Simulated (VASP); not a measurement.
A run of VASP 6.6.1 is set up as follows.

The input INCAR:

```
SYSTEM = Cu
ALGO = Normal
EDIFF = 1E-6
EDIFFG = -0.005
ENCUT = 600
GGA = RE
IBRION = 2
ISIF = 3
ISMEAR = -1
ISPIN = 2
LASPH = .TRUE.
LCHARG = .FALSE.
LMAXMIX = 4
LORBIT = 11
LREAL = .FALSE.
LWAVE = .FALSE.
MAGMOM = 0.2
NELM = 150
NSW = 100
PREC = Accurate
SIGMA = 0.05
```

The input KPOINTS:

```
k-points
0
G
  16 16 16
  0 0 0
```

The input POSCAR:

```
Cu
1.0
    0.0000000000      1.8312856224      1.8312856224
    1.8312856224      0.0000000000      1.8312856224
    1.8312856224      1.8312856224      0.0000000000
Cu
1
Direct
    0.0000000000      0.0000000000      0.0000000000
```

Potentials or basis: VASP PAW PBE potentials, release 64 (Cu).

Launch:

```bash
$ cat potpaw_PBE.64/Cu/POTCAR > POTCAR
$ mpirun -np 1 vasp_std > vasp.out
```

(1) What does it give for the space group after relaxing (to 0.1 Å)?

(2) Predict the relaxed cell.

(3) Estimate the net moment.

(4) Predict the relaxed volume.

## Answers

(1) Fm-3m (No. 225).

(2) a = 2.593 Å, b = 2.593 Å, c = 2.593 Å, α = 60.00°, β = 60.00°, γ = 60.00°.

(3) 0.00 μB per cell.

(4) 12.33 Å³/atom.

Caveat: the PAW data sets were made with another functional, which shifts forces and pressure a little.
